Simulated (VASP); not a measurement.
# Tl3SbO4 (I-42m) in VASP: single point with PBEsol

Aim: the single point of Tl3SbO4 with PBEsol.

Program: VASP 6.6.1. These are calculated values, not measurements. Logs are shortened: lines on timing, memory, paths and dates and some standing lists are left out, and cuts for length are marked.

## 1. The cell of the first run

It takes space group I-42m (No. 121, tetragonal). The conventional cell has a = 5.721 Å, b = 5.721 Å, c = 10.911 Å, α = 90.00°, β = 90.00°, γ = 90.00°. Within 3.6 Å of Tl (site symmetry -42m) lie 4 O at 2.72 Å. Within 3.5 Å of Tl (site symmetry -4) lie 4 O at 2.64 Å. Sb (site symmetry -42m) has 4 O at 1.90 Å within 2.5 Å. O (site symmetry m) has 1 Sb at 1.90 Å within 2.5 Å.

## 2. Single point, PBEsol

INCAR

```
SYSTEM = Tl3SbO4
ALGO = Normal ; EDIFF = 1E-7
ENCUT = 520 ; GGA = PS
ISIF = 2 ; ISMEAR = -1
LASPH = .True. ; LCHARG = .False.
LREAL = .False. ; LWAVE = .False.
NBANDS = 44 ; NELM = 80
PREC = Accurate ; SIGMA = 0.03
```

KPOINTS

```
k-points
0
Gamma
  6 6 6
  0 0 0
```

POSCAR

```
Tl3SbO4
1.0
   -2.8607475616      2.8607475616      5.4556558365
    2.8607475616     -2.8607475616      5.4556558365
    2.8607475616      2.8607475616     -5.4556558365
Tl Sb O
3 1 4
Direct
    0.5000000000      0.5000000000      0.0000000000
    0.7500000000      0.2500000000      0.5000000000
    0.2500000000      0.7500000000      0.5000000000
    0.0000000000      0.0000000000      0.0000000000
    0.7071500391      0.0912366929      0.0000000000
    0.0912366929      0.7071500391      0.0000000000
    0.2928499609      0.2928499609      0.3840866538
    0.9087633071      0.9087633071      0.6159133462
```

Potentials or basis: VASP PAW PBE potentials, release 64 (Tl_d, Sb, O).

Run with:

```console
cat potpaw_PBE.64/Tl_d/POTCAR potpaw_PBE.64/Sb/POTCAR potpaw_PBE.64/O/POTCAR > POTCAR
mpirun -np 1 vasp_std > vasp.out
```

OUTCAR:

```text
SYSTEM = Tl3SbO4
   EDIFF = 1E-7
   ENCUT = 520
   GGA = PS
   ISIF = 2
   ISMEAR = -1
   LASPH = .True.
   LREAL = .False.
   NELM = 80
   PREC = Accurate

 ion  position               nearest neighbor table
   1  0.500  0.500  0.000-   8 2.72   5 2.72   6 2.72   7 2.72   3 3.95   2 3.95   3 3.95   2 3.95
                             3 3.95   2 3.95   3 3.95   2 3.95
   2  0.750  0.250  0.500-   6 2.64   8 2.64   5 2.64   7 2.64   1 3.95   4 3.95   1 3.95   1 3.95
                             4 3.95   4 3.95   1 3.95   4 3.95   3 4.05   3 4.05   3 4.05   3 4.05
   3  0.250  0.750  0.500-   5 2.64   8 2.64   6 2.64   7 2.64   4 3.95   1 3.95   1 3.95   1 3.95
                             4 3.95   4 3.95   4 3.95   1 3.95   2 4.05   2 4.05   2 4.05   2 4.05
   4  0.000  0.000  0.000-   5 1.90   6 1.90   7 1.90   8 1.90   2 3.95   3 3.95   2 3.95   3 3.95
                             2 3.95   3 3.95   2 3.95   3 3.95
   5  0.707  0.091  0.000-   4 1.90   2 2.64   3 2.64   1 2.72
   6  0.091  0.707  0.000-   4 1.90   3 2.64   2 2.64   1 2.72
   7  0.293  0.293  0.384-   4 1.90   3 2.64   2 2.64   1 2.72
   8  0.909  0.909  0.616-   4 1.90   3 2.64   2 2.64   1 2.72

  LATTYP: Found a body centered tetragonal cell.
 ALAT       =     5.7214951232
 C/A-ratio  =     1.9070734901

  Lattice vectors:

 A1 = (  -2.8607475616,   2.8607475616,   5.4556558365)
 A2 = (   2.8607475616,  -2.8607475616,   5.4556558365)
 A3 = (   2.8607475616,   2.8607475616,  -5.4556558365)

Analysis of symmetry for initial positions (statically):
=====================================================================
 Subroutine PRICEL returns:
 Original cell was already a primitive cell.

 Routine SETGRP: Setting up the symmetry group for a
 body centered tetragonal supercell.

 Subroutine GETGRP returns: Found  8 space group operations
 (whereof  8 operations were pure point group operations)
 out of a pool of 16 trial point group operations.

The static configuration has the point symmetry D_2d.

Analysis of symmetry for dynamics (positions and initial velocities):
=====================================================================
 Subroutine PRICEL returns:
 Original cell was already a primitive cell.

 Routine SETGRP: Setting up the symmetry group for a
 body centered tetragonal supercell.

 Subroutine GETGRP returns: Found  8 space group operations
 (whereof  8 operations were pure point group operations)
 out of a pool of 16 trial point group operations.

The dynamic configuration has the point symmetry D_2d.

 Subroutine INISYM returns: Found  8 space group operations
[... 117 lines left out ...]
   POTIM  = 0.5000    time-step for ionic-motion
   TEBEG  =    0.0;   TEEND  =   0.0 temperature during run
   PSTRESS=    0.0 pullay stress
   NELECT =      68.0000    total number of electrons
   NUPDOWN=      -1.0000    fix difference up-down
   EMIN   =  10.00;   EMAX   =-10.00  energy-range for DOS
   EFERMI =   0.00;   METHOD = LEGACY
   ISMEAR =    -1;   SIGMA  =   0.03  broadening in eV -4-tet -1-fermi 0-gaus
   EFERMI_NEDOS =   21; number of points for ismear=-14 and -15
   IALGO  =     38    algorithm
   IMIX   =      4    mixing-type and parameters
     AMIX     =   0.40;   BMIX     =  1.00
     AMIX_MAG =   1.60;   BMIX_MAG =  1.00
  volume/ion in A,a.u.               =      22.32       150.65
  Fermi-wavevector in a.u.,A,eV,Ry     =   1.186558  2.242270 19.155927  1.407921
  Thomas-Fermi vector in A             =   2.322729
   LORBIT       =      0    0 simple, 1 ext, 2 COOP (PROOUT), +10 PAW based schemes
   GGA     = PS    functional components
   LHFCALC =     F    Hartree Fock is set to
   AEXX    =    0.0000 exact exchange contribution
   IVDW    =     0    specifies the selected vdW correction
   LEPSILON=     F    determine dielectric tensor
   LRPA    =     F    only Hartree local field effects (RPA)
 non-spin polarized calculation
  energy-cutoff  :      520.00
  volume of cell :      178.59
 maximum number of plane-waves:      4832
 NGX is ok and might be reduce to    54
   NGX = 25   NGY = 25   NGZ = 25

 number of electron      68.0000000 magnetization

 Free energy of the ion-electron system (eV)
  ---------------------------------------------------
  ext. energy  EPLUGINS =         0.00000000
  ---------------------------------------------------
  free energy    TOTEN  =       -40.16768494 eV

  energy without entropy =      -40.16768493  energy(sigma->0) =      -40.16768493

 E-fermi :   3.6871     XC(G=0):  -9.1830

 val. band max:        3.2636439213   @ k =   0.0000   0.0000   0.0000
 cond. band min:       4.1466878968   @ k =   0.3333   0.3333   0.1667
 fundamental gap:      0.8830439755
 Fermi energy:         3.6871467516

 k-point     1 :       0.0000    0.0000    0.0000
  band No.  band energies     occupation
      1     -15.3958      2.00000
      2     -14.0790      2.00000
      3     -14.0723      2.00000
      4     -14.0723      2.00000
      5      -7.1278      2.00000
      6      -7.1089      2.00000
[... 1117 lines left out ...]
     43       9.4498      0.00000
     44       9.7403      0.00000

 [... further k-points ...]

------------------------ aborting loop because EDIFF is reached ----------------------------------------

  FORCE on cell =-STRESS in cart. coord.  units (eV):
  Direction    XX          YY          ZZ          XY          YZ          ZX
  --------------------------------------------------------------------------------------
  -------------------------------------------------------------------------------------
  Total        0.4907849      0.4907849      0.4475469      0.0000000      0.0000000      0.0000000
  in kB        4.4028691      4.4028691      4.0149771      0.0000000      0.0000000      0.0000000
  external PRESSURE =       4.2735718 kB  Pullay stress =       0.0000000 kB

 VOLUME and BASIS-vectors are now :
 -----------------------------------------------------------------------------
  energy-cutoff  :      520.00
  volume of cell :      178.59
      direct lattice vectors                 reciprocal lattice vectors
    -2.860747562  2.860747562  5.455655837     0.000000000  0.174779490  0.091648010
     2.860747562 -2.860747562  5.455655837     0.174779490  0.000000000  0.091648010
     2.860747562  2.860747562 -5.455655837     0.174779490  0.174779490  0.000000000

 POSITION                                       TOTAL-FORCE (eV/Angst)
 -----------------------------------------------------------------------------------
      0.00000      0.00000      5.45566         0.000000      0.000000     -0.000000
      0.00000      2.86075      2.72783         0.000000      0.000000     -0.000000
      2.86075      0.00000      2.72783         0.000000      0.000000     -0.000000
      0.00000      0.00000      0.00000         0.000000      0.000000     -0.000000
     -1.76197      1.76197      4.35572         0.133531     -0.133531     -0.134646
      1.76197     -1.76197      4.35572        -0.133531      0.133531     -0.134646
      1.09877      1.09877      1.09993         0.133531      0.133531      0.134646
      1.76197      1.76197      6.55559        -0.133531     -0.133531      0.134646
 -----------------------------------------------------------------------------------
    total drift:                               -0.000000     -0.000000     -0.000000

  FREE ENERGIE OF THE ION-ELECTRON SYSTEM (eV)
  ---------------------------------------------------
  free  energy   TOTEN  =       -40.1676849359 eV

  energy  without entropy=      -40.1676849280  energy(sigma->0) =      -40.16768493
```

Run time: 7 min. Hardware: 1 thread of Intel Xeon Platinum 8375C at 2.90GHz (Ice Lake), shared host; peak memory 0.51 GiB.

What came out:

- Free energy: -40.1677 eV
- Pressure: 0.4 GPa
- Largest force: 0.232 eV/Å
- Band gap on the k mesh: 0.88 eV, indirect (least direct gap 1.54 eV)

Forces in eV/Å, atoms in the order of the input:
```
Tl   0.000  0.000  0.000
Tl   0.000  0.000  0.000
Tl   0.000  0.000  0.000
Sb   0.000  0.000  0.000
O    0.134 -0.134 -0.135
O   -0.134  0.134 -0.135
O    0.134  0.134  0.135
O   -0.134 -0.134  0.135
```

Caveat: the PAW data sets were made with another functional, which shifts forces and pressure a little; spin-orbit coupling is left out, which moves the levels of the heavy elements. A k mesh can miss the band edges.
